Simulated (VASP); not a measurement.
Mo, 1 atom in the cell. The structure is hexagonal, space group P6/mmm (No. 191). Conventional cell: a = 2.653 Å, b = 2.653 Å, c = 2.517 Å, α = 90.00°, β = 90.00°, γ = 120.00°. Mo (site symmetry 6/mmm) has 8 Mo at 2.52 to 2.65 Å within 3.3 Å.  This cell differs from its parent crystal: strain -0.030 along x and y, -0.015 along z.

* Program: VASP 6.6.1
* Task: single point
* Functional: PBE
* Potentials or basis: VASP PAW PBE potentials, release 64 (Mo_sv)
* Cutoff: 520 eV
* k mesh: 21 × 21 × 18
* Occupations: gaussian, width 0.15 eV
* Spin: no spin polarisation
* Dipole correction: no
* Further INCAR settings: ALGO = Normal; EDIFF = 1e-06; NBANDS = 13

Potentials or basis: VASP PAW PBE potentials, release 64 (Mo_sv).

Run with:

```bash
$ cat potpaw_PBE.64/Mo_sv/POTCAR > POTCAR
$ mpirun -np 1 vasp_std > vasp.out
```

Hardware: 1 thread of Intel(R) Xeon(R) Platinum 8559C (Emerald Rapids), with other jobs on the host.

How long does it take, and how much memory?

Wall time 32 s on 1 thread of Intel(R) Xeon(R) Platinum 8559C (Emerald Rapids), with other jobs on the host, peak memory 0.19 GiB. Counts: scf iterations 11, k points 480.
